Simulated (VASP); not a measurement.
As:

```
CELL_PARAMETERS angstrom
2.70368 0.00000 0.00000
0.00000 2.70368 0.00000
0.00000 0.00000 2.70368
ATOMIC_POSITIONS crystal
As 0.50000 0.50000 0.50000
```

```yaml
Program: VASP 6.6.1
Task: relaxation of cell and atoms
Functional: PBEsol
Dispersion: D3(BJ)
Potentials_or_basis: VASP PAW PBE potentials, release 64 (As)
Cutoff: 600 eV
k_mesh: 10 × 10 × 10
Occupations: fermi-dirac, width 0.05 eV
Spin: no spin polarisation
```

At the start: pressure -4.6 GPa; volume 19.76 Å³/atom.

**Question.** How do energy, volume and symmetry change on relaxing?

**Answer.** Over 3 steps the energy falls by 14.7 meV/atom and the volume is 18.78 Å³/atom (-5.0 %); space group Pm-3m (No. 221, to 0.05 Å).

The path:
| step | energy change (eV) | largest force (eV/Å) | pressure (GPa) | volume (Å³) |
| --- | --- | --- | --- | --- |
| 1 | 0.0000 | 0.0000 | -4.57 | 19.76 |
| 2 | -0.0087 | 0.0000 | 3.44 | 18.20 |
| 3 | -0.0147 | 0.0000 | -0.01 | 18.78 |

Final structure:
```cif
data_structure
_symmetry_space_group_name_H-M 'P 1'
_symmetry_Int_Tables_number 1
_cell_length_a 2.6581
_cell_length_b 2.6581
_cell_length_c 2.6581
_cell_angle_alpha 90.000
_cell_angle_beta 90.000
_cell_angle_gamma 90.000
_cell_volume 18.78
loop_
_atom_site_label
_atom_site_type_symbol
_atom_site_fract_x
_atom_site_fract_y
_atom_site_fract_z
_atom_site_occupancy
As1 As 0.50000 0.50000 0.50000 1
```

Caveat: the PAW data sets were made with another functional, which shifts forces and pressure a little; pairwise dispersion overbinds metals, which lowers pressure and volume.
